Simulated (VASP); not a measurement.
# Ir (P6_3/mmc) in VASP: notebook

The runs below take Ir through single point, with PBE.

Program: VASP 6.6.1. These are calculated values, not measurements. Logs are shortened: lines on timing, memory, paths and dates and some standing lists are left out, and cuts for length are marked.

## (1) The cell of the first run

The structure is hexagonal, space group P6_3/mmc (No. 194). Conventional cell: a = 2.701 Å, b = 2.701 Å, c = 4.384 Å, α = 90.00°, β = 90.00°, γ = 120.00°. Within 3.5 Å of Ir (site symmetry -6m2) lie 12 Ir at 2.69 to 2.70 Å.

## (2) Single point, PBE

The input, INCAR:

```
  PREC = Accurate
  ENCUT = 520
  EDIFF = 1E-6
  ISMEAR = -1
  SIGMA = 0.1
  LREAL = F
  LASPH = T
  NELM = 100
  ALGO = Normal
  ISIF = 2
  LWAVE = F
  LCHARG = T
  GGA = PE
  LELF = T
  LVHAR = T
  NBANDS = 16
```

The input, KPOINTS:

```
Automatic mesh
0
Gamma
  9 9 5
```

The input, POSCAR:

```
Ir
1.0
    2.7006892821      0.0000000000      0.0000000000
   -1.3503446411      2.3388655261      0.0000000000
    0.0000000000      0.0000000000      4.3839148276
Ir
2
Direct
    0.3333333333      0.6666666667      0.2500000000
    0.6666666667      0.3333333333      0.7500000000
```

Potentials or basis: VASP PAW PBE potentials, release 64 (Ir).

The run is started by

```
$ cat potpaw_PBE.64/Ir/POTCAR > POTCAR
$ mpirun -np 1 vasp_std > vasp.out
```

OUTCAR:

```text
PREC = Accurate
   ENCUT = 520
   EDIFF = 1E-6
   ISMEAR = -1
   LREAL = F
   LASPH = T
   NELM = 100
   ISIF = 2
   GGA = PE

 ion  position               nearest neighbor table
   1  0.333  0.667  0.250-   2 2.69   2 2.69   2 2.69   2 2.69   2 2.69   2 2.69
   2  0.667  0.333  0.750-   1 2.69   1 2.69   1 2.69   1 2.69   1 2.69   1 2.69

  LATTYP: Found a hexagonal cell.
 ALAT       =     2.7006892821
 C/A-ratio  =     1.6232577574

  Lattice vectors:

 A1 = (   2.7006892821,   0.0000000000,   0.0000000000)
 A2 = (  -1.3503446411,   2.3388655261,   0.0000000000)
 A3 = (   0.0000000000,   0.0000000000,   4.3839148276)

Analysis of symmetry for initial positions (statically):
=====================================================================
 Subroutine PRICEL returns:
 Original cell was already a primitive cell.

 Routine SETGRP: Setting up the symmetry group for a
 hexagonal supercell.

 Subroutine GETGRP returns: Found 24 space group operations
 (whereof 12 operations were pure point group operations)
 out of a pool of 24 trial point group operations.

The static configuration has the point symmetry D_3d.
 The point group associated with its full space group is D_6h.

Analysis of symmetry for dynamics (positions and initial velocities):
=====================================================================
 Subroutine PRICEL returns:
 Original cell was already a primitive cell.

 Routine SETGRP: Setting up the symmetry group for a
 hexagonal supercell.

 Subroutine GETGRP returns: Found 24 space group operations
 (whereof 12 operations were pure point group operations)
 out of a pool of 24 trial point group operations.

The dynamic configuration has the point symmetry D_3d.
 The point group associated with its full space group is D_6h.

 Subroutine INISYM returns: Found 24 space group operations
 (whereof 12 operations are pure point group operations),
 and found     1 'primitive' translations

----------------------------------------------------------------------------------------

                                     Primitive cell

  volume of cell :      27.6912

  direct lattice vectors                    reciprocal lattice vectors
     2.700689282  0.000000000  0.000000000     0.370275843  0.213778858  0.000000000
    -1.350344641  2.338865526  0.000000000     0.000000000  0.427557715  0.000000000
     0.000000000  0.000000000  4.383914828     0.000000000  0.000000000  0.228106621

  length of vectors
     2.700689282  2.700689282  4.383914828     0.427557715  0.427557715  0.228106621

  position of ions in fractional coordinates (direct lattice)
     0.333333333  0.666666667  0.250000000
     0.666666667  0.333333333  0.750000000

  ion indices of the primitive-cell ions
   primitive index   ion index
                 1           1
                 2           2

----------------------------------------------------------------------------------------

 KPOINTS: Automatic mesh

Automatic generation of k-mesh.
 Grid dimensions read from file:
 generate k-points for:    9    9    5

 Generating k-lattice:

  Cartesian coordinates                     Fractional coordinates (reciprocal lattice)
     0.041141760  0.023753206  0.000000000     0.111111111 -0.000000000  0.000000000
     0.000000000  0.047506413  0.000000000     0.000000000  0.111111111  0.000000000
     0.000000000  0.000000000  0.045621324     0.000000000  0.000000000  0.200000000

  Length of vectors
     0.047506413  0.047506413  0.045621324

  Shift w.r.t. Gamma in fractional coordinates (k-lattice)
     0.000000000  0.000000000  0.000000000

 Subroutine IBZKPT returns following result:
 ===========================================

 Found     36 irreducible k-points:

 Following reciprocal coordinates:
            Coordinates               Weight
  0.000000  0.000000  0.000000      1.000000
  0.111111 -0.000000  0.000000      6.000000
  0.222222 -0.000000  0.000000      6.000000
  0.333333 -0.000000  0.000000      6.000000
  0.444444 -0.000000  0.000000      6.000000
  0.111111  0.111111  0.000000      6.000000
[... 16 lines left out ...]
  0.333333  0.222222  0.200000     24.000000
  0.333333  0.333333  0.200000      4.000000
 [... further k-points ...]
   k-points           NKPTS =     36   k-points in BZ     NKDIM =     36   number of bands    NBANDS=     16
   number of dos      NEDOS =    301   number of ions     NIONS =      2
   total plane-waves  NPLWV =  14400
   dimension x,y,z NGX =    20 NGY =   20 NGZ =   36
   dimension x,y,z NGXF=    40 NGYF=   40 NGZF=   72
   ions per type =               2
   NGX,Y,Z   is equivalent  to a cutoff of  12.31, 12.31, 13.65 a.u.
   NGXF,Y,Z  is equivalent  to a cutoff of  24.62, 24.62, 27.30 a.u.
 SYSTEM =  unknown system
   PREC   = accura    normal or accurate (medium, high low for compatibility)
   ISTART =      0    job   : 0-new  1-cont  2-samecut
   ICHARG =      2    charge: 1-file 2-atom 10-const
   ISPIN  =      1    spin polarized calculation?
   LNONCOLLINEAR =      F non collinear calculations
   LSORBIT =      F    spin-orbit coupling
   LASPH  =      T    aspherical Exc in radial PAW
   ENCUT  =  520.0 eV  38.22 Ry    6.18 a.u.   5.02  5.02  8.15*2*pi/ulx,y,z
   NELM   =    100;   NELMIN=  2; NELMDL= -5     # of ELM steps
   EDIFF  = 0.1E-05   stopping-criterion for ELM
   LREAL  =      F    real-space projection
   EDIFFG = 0.1E-04   stopping-criterion for IOM
   NSW    =      0    number of steps for IOM
   IBRION =     -1    ionic relax: 0-MD 1-quasi-New 2-CG
   NFREE  =      0    steps in history (QN), initial steepest desc. (CG)
   ISIF   =      2    stress and relaxation
   ISYM   =      2    0-nonsym 1-usesym 2-fastsym
   POTIM  = 0.5000    time-step for ionic-motion
   TEBEG  =    0.0;   TEEND  =   0.0 temperature during run
   PSTRESS=    0.0 pullay stress
   NELECT =      18.0000    total number of electrons
   NUPDOWN=      -1.0000    fix difference up-down
   EMIN   =  10.00;   EMAX   =-10.00  energy-range for DOS
   EFERMI =   0.00;   METHOD = LEGACY
   ISMEAR =    -1;   SIGMA  =   0.10  broadening in eV -4-tet -1-fermi 0-gaus
   EFERMI_NEDOS =   21; number of points for ismear=-14 and -15
   IALGO  =     38    algorithm
   IMIX   =      4    mixing-type and parameters
     AMIX     =   0.40;   BMIX     =  1.00
     AMIX_MAG =   1.60;   BMIX_MAG =  1.00
  volume/ion in A,a.u.               =      13.85        93.43
  Fermi-wavevector in a.u.,A,eV,Ry     =   1.418137  2.679891 27.362866  2.011114
  Thomas-Fermi vector in A             =   2.539294
   LORBIT       =      0    0 simple, 1 ext, 2 COOP (PROOUT), +10 PAW based schemes
   GGA     = PE    functional components
[... 5 lines left out ...]
 non-spin polarized calculation
  energy-cutoff  :      520.00
  volume of cell :       27.69
 maximum number of plane-waves:       765
 NGX is ok and might be reduce to    20
   NGX =  9   NGY =  9   NGZ = 17

 number of electron      18.0000001 magnetization

 Free energy of the ion-electron system (eV)
  ---------------------------------------------------
  ext. energy  EPLUGINS =         0.00000000
  ---------------------------------------------------
  free energy    TOTEN  =       -17.49218214 eV

  energy without entropy =      -17.41644574  energy(sigma->0) =      -17.45431394

 E-fermi :  10.8478     XC(G=0): -14.1177

 val. band max:       10.8021438774   @ k =   0.4444   0.1111   0.2000
 cond. band min:      10.8551537529   @ k =   0.3333   0.3333   0.0000
 fundamental gap:      0.0530098756
 Fermi energy:        10.8477618899

 k-point     1 :       0.0000    0.0000    0.0000
  band No.  band energies     occupation
      1      -0.5689      2.00000
      2       2.4741      2.00000
      3       6.7986      2.00000
      4       6.9263      2.00000
      5       6.9263      2.00000
      6       7.6102      2.00000
[... 8 lines left out ...]
     15      27.3013      0.00000
     16      28.4438      0.00000

 k-point     2 :       0.1111   -0.0000    0.0000
  band No.  band energies     occupation
      1      -0.0815      2.00000
      2       2.8991      2.00000
      3       6.2316      2.00000
      4       7.2769      2.00000
      5       7.3441      2.00000
      6       7.4975      2.00000
[... 8 lines left out ...]
     15      27.9106      0.00000
     16      29.1303      0.00000

 k-point     3 :       0.2222   -0.0000    0.0000
  band No.  band energies     occupation
      1       1.1986      2.00000
      2       3.6849      2.00000
      3       5.7528      2.00000
      4       5.9116      2.00000
      5       6.8238      2.00000
      6       7.5335      2.00000
[... 8 lines left out ...]
     15      27.4167      0.00000
     16      27.9465      0.00000

 k-point     4 :       0.3333   -0.0000    0.0000
  band No.  band energies     occupation
      1       2.5699      2.00000
      2       3.5444      2.00000
      3       4.5460      2.00000
      4       6.2231      2.00000
      5       6.9770      2.00000
      6       7.1299      2.00000
[... 8 lines left out ...]
     15      24.9775      0.00000
     16      25.6380      0.00000

 k-point     5 :       0.4444   -0.0000    0.0000
  band No.  band energies     occupation
      1       3.0630      2.00000
      2       3.2317      2.00000
      3       3.8317      2.00000
      4       6.6605      2.00000
      5       7.1050      2.00000
      6       7.2324      2.00000
[... 8 lines left out ...]
     15      22.8444      0.00000
     16      23.3918      0.00000

 k-point     6 :       0.1111    0.1111    0.0000
  band No.  band energies     occupation
      1       0.8190      2.00000
      2       3.6007      2.00000
      3       5.6484      2.00000
      4       6.4691      2.00000
      5       6.9997      2.00000
      6       7.3818      2.00000
[... 8 lines left out ...]
     15      27.3283      0.00000
     16      28.6174      0.00000

 k-point     7 :       0.2222    0.1111    0.0000
  band No.  band energies     occupation
      1       2.2735      2.00000
      2       4.1000      2.00000
      3       5.0623      2.00000
      4       5.4358      2.00000
      5       6.7976      2.00000
      6       6.8710      2.00000
[... 8 lines left out ...]
     15      24.6743      0.00000
     16      26.7444      0.00000

 k-point     8 :       0.3333    0.1111    0.0000
  band No.  band energies     occupation
      1       3.3320      2.00000
      2       3.6730      2.00000
      3       4.1056      2.00000
      4       6.2493      2.00000
      5       6.5336      2.00000
      6       7.3893      2.00000
[... 8 lines left out ...]
     15      22.0245      0.00000
     16      25.5079      0.00000

 k-point     9 :       0.4444    0.1111    0.0000
  band No.  band energies     occupation
      1       3.4259      2.00000
      2       3.5779      2.00000
      3       3.7725      2.00000
      4       6.5023      2.00000
      5       6.9285      2.00000
      6       7.1099      2.00000
[... 8 lines left out ...]
     15      22.0435      0.00000
     16      23.7419      0.00000
[... 172 lines left out ...]
 k-point    19 :       0.2222    0.1111    0.2000
  band No.  band energies     occupation
      1       2.4642      2.00000
      2       4.3007      2.00000
      3       4.7568      2.00000
      4       5.5961      2.00000
      5       6.4262      2.00000
      6       7.2875      2.00000
[... 8 lines left out ...]
     15      25.1937      0.00000
     16      26.9753      0.00000

 k-point    20 :       0.3333    0.1111    0.2000
  band No.  band energies     occupation
      1       3.0062      2.00000
      2       3.8355      2.00000
      3       4.6277      2.00000
      4       5.4377      2.00000
      5       6.7147      2.00000
      6       7.6545      2.00000
[... 8 lines left out ...]
     15      22.7859      0.00000
     16      25.4842      0.00000

 k-point    21 :       0.4444    0.1111    0.2000
  band No.  band energies     occupation
      1       2.9474      2.00000
      2       3.5911      2.00000
      3       4.8219      2.00000
      4       5.2907      2.00000
      5       6.4804      2.00000
      6       8.1385      2.00000
[... 8 lines left out ...]
     15      22.1794      0.00000
     16      25.5670      0.00000

 k-point    22 :       0.2222    0.2222    0.2000
  band No.  band energies     occupation
      1       3.6081      2.00000
      2       4.1051      2.00000
      3       4.9351      2.00000
      4       5.2163      2.00000
      5       6.6388      2.00000
      6       7.0472      2.00000
[... 8 lines left out ...]
     15      23.4024      0.00000
     16      26.3550      0.00000

 k-point    23 :       0.3333    0.2222    0.2000
  band No.  band energies     occupation
      1       3.6491      2.00000
      2       4.5081      2.00000
      3       4.7432      2.00000
      4       5.3218      2.00000
      5       6.3711      2.00000
      6       7.2048      2.00000
[... 8 lines left out ...]
     15      22.8022      0.00000
     16      25.4780      0.00000

 k-point    24 :       0.3333    0.3333    0.2000
  band No.  band energies     occupation
      1       4.1037      2.00000
      2       4.6746      2.00000
      3       4.6746      2.00000
      4       5.6211      2.00000
      5       6.5382      2.00000
      6       6.5382      2.00000
[... 8 lines left out ...]
     15      22.4383      0.00000
     16      23.2519      0.00000

 [... further k-points ...]

------------------------ aborting loop because EDIFF is reached ----------------------------------------

  FORCE on cell =-STRESS in cart. coord.  units (eV):
  Direction    XX          YY          ZZ          XY          YZ          ZX
  --------------------------------------------------------------------------------------
  -------------------------------------------------------------------------------------
  Total        3.5947652      3.5947652      3.5963459     -0.0000000      0.0000000      0.0000000
  in kB      207.9884094    207.9884094    208.0798629     -0.0000000      0.0000000      0.0000000
  external PRESSURE =     208.0188939 kB  Pullay stress =       0.0000000 kB

 VOLUME and BASIS-vectors are now :
 -----------------------------------------------------------------------------
  energy-cutoff  :      520.00
  volume of cell :       27.69
      direct lattice vectors                 reciprocal lattice vectors
     2.700689282  0.000000000  0.000000000     0.370275843  0.213778858  0.000000000
    -1.350344641  2.338865526  0.000000000     0.000000000  0.427557715  0.000000000
     0.000000000  0.000000000  4.383914828     0.000000000  0.000000000  0.228106621

 POSITION                                       TOTAL-FORCE (eV/Angst)
 -----------------------------------------------------------------------------------
     -0.00000      1.55924      1.09598         0.000000      0.000000      0.000000
      1.35034      0.77962      3.28794        -0.000000     -0.000000      0.000000
 -----------------------------------------------------------------------------------
    total drift:                                0.000000     -0.000000     -0.000000

  FREE ENERGIE OF THE ION-ELECTRON SYSTEM (eV)
  ---------------------------------------------------
  free  energy   TOTEN  =       -17.4921821433 eV

  energy  without entropy=      -17.4164457444  energy(sigma->0) =      -17.45431394
```

Wall time 12 s (1 thread of AMD EPYC 7R13 (Zen 3), shared host); peak memory 0.12 GiB.

What came out:

```yaml
Free_energy: -17.4922 eV
Pressure: 20.8 GPa
Band_gap_on_the_k_mesh: zero (band 9 reaches 11.88 eV, above the bottom of band 10 at 8.66 eV)
```

Caveat: spin-orbit coupling is left out, which moves the levels of the heavy elements.

## (3) Single point, PBE

This run uses another cell than the first one, of 14.37 Å³/atom, 1.038 times its volume.

The input, INCAR:

```
PREC = Accurate ; ENCUT = 520
EDIFF = 1E-6 ; ISMEAR = -1
SIGMA = 0.1 ; LREAL = False
LASPH = True ; NELM = 100
ALGO = Normal ; ISIF = 2
LWAVE = False ; LCHARG = True
GGA = PE ; LELF = True
LVHAR = True ; NBANDS = 16
```

The input, KPOINTS:

```
regular mesh
0
Gamma
  9 9 5
```

The input, POSCAR:

```
Ir
1.0
    2.7350610358      0.0000000000      0.0000000000
   -1.3675305179      2.3686323379      0.0000000000
    0.0000000000      0.0000000000      4.4363852031
Ir
2
Direct
    0.3333333333      0.6666666667      0.2500000000
    0.6666666667      0.3333333333      0.7500000000
```

Potentials or basis: VASP PAW PBE potentials, release 64 (Ir).

The run is started by

```
$ cat potpaw_PBE.64/Ir/POTCAR > POTCAR
$ mpirun -np 1 vasp_std > vasp.out
```

Run time: 12 s. Hardware: 1 thread of AMD EPYC 7R13 (Zen 3), shared host; peak memory 0.12 GiB.

It converged, with:

| Quantity | Value |
| --- | --- |
| Free energy | -17.5772 eV |
| Pressure | 5.6 GPa |
| Band gap on the k mesh | zero (band 9 reaches 11.15 eV, above the bottom of band 10 at 8.14 eV) |

Levels at points of the mesh, in eV from the Fermi level:
```tsv
k point	band 5	band 6	band 7	band 8	band 9	band 10	band 11	band 12	band 13	band 14
(0.00, 0.00, 0.00)	-3.70	-3.05	-3.05	-2.28	-2.28	-0.73	0.32	0.32	6.99	14.34
```

Caveat: spin-orbit coupling is left out, which moves the levels of the heavy elements.

[end of part 1 of 2]
